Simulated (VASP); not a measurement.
Input of a VASP 6.6.1 run:

File INCAR:

```
SYSTEM = Al7P8
ALGO     = Normal         ! electronic algorithm
EDIFF    = 1E-6           ! SCF threshold, eV
ENCUT    = 500            ! plane-wave cutoff, eV
GGA      = PE             ! functional
GGA_COMPAT= .FALSE.      
ISIF     = 2              ! what is computed and relaxed
ISMEAR   = -1             ! smearing method
ISPIN    = 2              ! spin polarisation
LASPH    = .TRUE.         ! aspherical terms in the spheres
LCHARG   = .TRUE.         ! write CHGCAR
LELF     = .TRUE.         ! ELF
LORBIT   = 11             ! projections on sites
LREAL    = .FALSE.        ! projectors in reciprocal space
LVHAR    = .TRUE.       
LWAVE    = .FALSE.        ! write WAVECAR
MAGMOM   = 0 0 0 0 0 0 0 0.5 0.5 0.5 0.5 0.5 0.5 0.5 0.5 ! initial moments
NBANDS   = 48             ! bands
NELECT   = 62.0         
NELM     = 200            ! most SCF steps
PREC     = Accurate       ! precision mode
SIGMA    = 0.01           ! smearing width, eV
```

The input KPOINTS:

```
k-points
0
G
  1 1 1
  0 0 0
```

The input POSCAR:

```
Al7P8
1.0
    0.0000000000      5.4600000000      5.4600000000
    5.4600000000      0.0000000000      5.4600000000
    5.4600000000      5.4600000000      0.0000000000
Al P
7 8
Direct
    0.0000000000      0.0000000000      0.5000000000
    0.0000000000      0.5000000000      0.0000000000
    0.0000000000      0.5000000000      0.5000000000
    0.5000000000      0.0000000000      0.0000000000
    0.5000000000      0.0000000000      0.5000000000
    0.5000000000      0.5000000000      0.0000000000
    0.5000000000      0.5000000000      0.5000000000
    0.1250000000      0.1250000000      0.1250000000
    0.1250000000      0.1250000000      0.6250000000
    0.1250000000      0.6250000000      0.1250000000
    0.1250000000      0.6250000000      0.6250000000
    0.6250000000      0.1250000000      0.1250000000
    0.6250000000      0.1250000000      0.6250000000
    0.6250000000      0.6250000000      0.1250000000
    0.6250000000      0.6250000000      0.6250000000
```

Potentials or basis: VASP PAW PBE potentials, release 64 (Al, P).

Run with:

```bash
$ cat potpaw_PBE.64/Al/POTCAR potpaw_PBE.64/P/POTCAR > POTCAR
$ mpirun -np 1 vasp_gam > vasp.out
```

**Question.** What does it give for the site moments?

**Answer.** Al -0.01, -0.00 (each value once); P +0.25, +0.00 (each value once) μB.

**Question.** What does it give for the net moment?

**Answer.** 2.00 μB per cell.

Caveat: the k points lie up to 1.00 Å⁻¹ apart; the cell carries a net charge on a neutralising background, which shifts energy and pressure.
